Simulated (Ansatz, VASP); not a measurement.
**One calculation of AlNi, two programs**

```
Al Ni
1.0
     1.93869   -1.95319    0.00000
     1.93869    1.95319    0.00000
     0.00000    0.00000    3.09943
Al Ni
1 1
Direct
  0.00000 0.00000 0.00000
  0.50000 0.50000 0.50000
```

Alike in both runs: task single point; functional r2SCAN; k mesh 10 × 10 × 8; occupations gaussian, width 0.1 eV; no spin polarisation.

|  | VASP | Ansatz |
| --- | --- | --- |
| version | VASP 6.6.1 | Ansatz 0.2.0 |
| potentials or method | VASP PAW PBE potentials, release 64 (Al, Ni), cutoff 520 eV | scalar-relativistic, plane waves, PAW |
| valence electrons in the cell | 13 | 21 |

```tsv
	VASP	Ansatz	Ansatz less VASP
gap on the k mesh at the Fermi level (eV)	none	none	-
pressure (GPa)	0.4	0.6	+0.23
traceless stress, the component that is largest in VASP (GPa)	-5.07	-4.85	+0.215
```

VASP's potentials were made for PBE, not for r2SCAN. A gap of «none» marks a metal or a gap that the smearing closes. VASP's potentials hold 13 valence electrons a cell and Ansatz's 21, so a difference there can come from the potentials and not from the codes.
